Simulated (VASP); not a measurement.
Input of a VASP 6.6.1 run:

INCAR

```
SYSTEM = MgInAu4
PREC     = Accurate       ! precision mode
ENCUT    = 520            ! plane-wave cutoff, eV
EDIFF    = 1E-6           ! SCF threshold, eV
ISMEAR   = 1              ! smearing method
SIGMA    = 0.0811         ! smearing width, eV
LREAL    = .FALSE.        ! projectors in reciprocal space
LASPH    = .TRUE.         ! aspherical terms in the spheres
NELM     = 100            ! most SCF steps
ALGO     = Normal         ! electronic algorithm
ISIF     = 2              ! what is computed and relaxed
LWAVE    = .FALSE.        ! write WAVECAR
LCHARG   = .TRUE.         ! write CHGCAR
GGA      = CA             ! functional
LELF     = .TRUE.         ! ELF
LVHAR    = .TRUE.       
NBANDS   = 38             ! bands
```

The input KPOINTS:

```
regular mesh
0
G
  6 6 6
  0 0 0
```

POSCAR

```
MgInAu4
1.0
    0.0000000000      3.8209400000      3.8209400000
    3.8209400000      0.0000000000      3.8209400000
    3.8209400000      3.8209400000      0.0000000000
Au Mg In
4 1 1
Direct
    0.6251913169      0.6251913169      0.6251913169
    0.1244260493      0.6251913169      0.6251913169
    0.6251913169      0.6251913169      0.1244260493
    0.6251913169      0.1244260493      0.6251913169
    0.0000000000      0.0000000000      0.0000000000
    0.2500000000      0.2500000000      0.2500000000
```

Potentials or basis: VASP PAW LDA potentials, release 64 (Au, Mg, In_d).

Command:

```sh
$ cat potpaw_LDA.64/Au/POTCAR potpaw_LDA.64/Mg/POTCAR potpaw_LDA.64/In_d/POTCAR > POTCAR
$ mpirun -np 1 vasp_std > vasp.out
```

What does it give for the pressure?

0.9 GPa.

What does it give for the band gap on the k mesh?

Zero (an odd number of electrons rules out a gap without spin polarisation).

Caveat: spin-orbit coupling is left out, which moves the levels of the heavy elements.
